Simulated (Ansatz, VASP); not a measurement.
# Two plane-wave programs on AlN

```
Al N
1.0
    -3.11356    0.00000    0.00000
    -1.55678   -2.69642    0.00000
    -0.25946   -0.44940    9.66670
Al N
4 4
Cartesian
  -1.5568 -0.8988 9.0149
  -1.5568 -0.8988 4.0316
  -3.1136 -1.7976 1.5399
  -3.1136 -1.7976 6.5233
  -1.5568 -0.8988 0.9518
  -1.5568 -0.8988 5.9351
  -3.1136 -1.7976 3.4434
  -3.1136 -1.7976 8.4268
```

Alike in both runs: task single point; functional PBEsol; k mesh 8 × 8 × 3; occupations gaussian, width 0.05 eV; no spin polarisation.

|  | VASP | Ansatz |
| --- | --- | --- |
| version | VASP 6.6.1 | Ansatz 0.2.0 |
| potentials or method | VASP PAW PBE potentials, release 64 (Al, N), cutoff 520 eV | scalar-relativistic, plane waves, PAW |
| valence electrons in the cell | 32 | 32 |

|  | VASP | Ansatz | Ansatz less VASP |
| --- | --- | --- | --- |
| gap on the k mesh at the Fermi level (eV) | 3.73 | 3.72 | -0.017 |
| least direct gap on the mesh (eV) | 3.73 | 3.72 | -0.017 |
| pressure (GPa) | 8.2 | 8.1 | -0.09 |
| traceless stress, the component that is largest in VASP (GPa) | 13.66 | 13.52 | -0.136 |
| rms of the force components (eV/Å) | 1.577 | 1.566 | -0.0113 |

VASP's potentials were made for PBE, not for PBEsol, and Ansatz warns of the same on its side. Atom by atom the forces differ by 0.013 eV/Å (rms over components).
